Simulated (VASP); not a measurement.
# Ti: relaxation of cell and atoms with LDA

The system is Ti.

```
Ti
1.0
     2.87085    0.00000    0.00000
     1.43543    2.48623    0.00000
     1.43543    0.82874    2.34404
Ti
1
Direct
  0.00000 0.00000 0.00000
```

| Property | Result |
| --- | --- |
| Program | VASP 6.6.1 |
| Task | relaxation of cell and atoms |
| Functional | LDA |
| Potentials or basis | VASP PAW LDA potentials, release 64 (Ti_sv) |
| Cutoff | 500 eV |
| k mesh | 9 × 9 × 9 |
| Occupations | methfessel-paxton, width 0.1 eV |
| Spin | no spin polarisation |
| Target pressure | 20 GPa |
| Dipole correction | no |
| Further INCAR settings | ALGO = Normal; EDIFF = 1e-07; IBRION = 2; EDIFFG = -0.03; NSW = 80; ISIF = 3 |

```json
{
 "Relaxed volume": "14.05 Å³/atom",
 "Relaxed cell": "a = 2.708 Å, b = 2.708 Å, c = 2.708 Å, α = 60.00°, β = 60.00°, γ = 60.00°",
 "Space group after relaxing (to 0.05 Å)": "Fm-3m (No. 225)",
 "Energy change on relaxing (the enthalpy is what falls)": "+102.1 meV/atom",
 "Ionic steps": "4",
 "Pressure after relaxing": "19.8 GPa",
 "Band gap on the k mesh": "zero (band 6 reaches 11.38 eV, above the bottom of band 7 at 9.81 eV)"
}
```

The path:
```
step  energy change (eV)  largest force (eV/Å)  pressure (GPa)  volume (Å³)
   1              0.0000                0.0000           -4.76        16.73
   2              0.8658                0.0000           74.52        11.22
   3              0.0901                0.0000           18.58        14.15
   4              0.1021                0.0000           19.85        14.05
```

Final structure:
```
Ti
1.0
     2.70823    0.00000    0.00000
     1.35411    2.34540    0.00000
     1.35411    0.78180    2.21126
Ti
1
Direct
  0.00000 0.00000 0.00000
```

Levels at points of the mesh, in eV from the Fermi level:
| k point | band 2 | band 3 | band 4 | band 5 | band 6 | band 7 | band 8 | band 9 | band 10 |
| --- | --- | --- | --- | --- | --- | --- | --- | --- | --- |
| (0.00, 0.00, 0.00) | -31.67 | -31.67 | -31.67 | -6.48 | 0.88 | 0.88 | 0.88 | 3.03 | 3.03 |

Wall time 64 s on 1 thread of AMD EPYC 7R13, on a shared host, peak memory 0.11 GiB.

Caveat: the cell is relaxed towards a set pressure, so the enthalpy falls and the energy may rise; the volume moved by over 15 % at a fixed basis, so the end points are rough. Zero-point motion and thermal expansion aren't in these numbers.
